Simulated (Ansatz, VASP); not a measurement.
## One calculation of P, two programs

```xyz
1
Lattice="4.3012 0.0000 0.0000 0.0000 4.3012 0.0000 0.0000 0.0000 4.4070" Properties=species:S:1:pos:R:3 pbc="T T T"
P     0.0000    0.0000    0.0000
```

Change from the starting cell: volume scaled by 1.02.

Alike in both runs: task single point; functional PBEsol; k mesh 10 × 10 × 9; occupations fermi-dirac, width 0.08 eV; no spin polarisation.

|  | VASP | Ansatz |
| --- | --- | --- |
| version | VASP 6.6.1 | Ansatz 0.2.0 |
| potentials or method | VASP PAW PBE potentials, release 64 (P), cutoff 500 eV | all-electron LAPW, scalar-relativistic |

|  | VASP | Ansatz | Ansatz less VASP |
| --- | --- | --- | --- |
| pressure (GPa) | -3.6 | -3.6 | +0.01 |
| traceless stress, the component that is largest in VASP (GPa) | 0.30 | 0.30 | 0.000 |

VASP's potentials were made for PBE, not for PBEsol. Ansatz ran all-electron here, and VASP with PAW potentials.
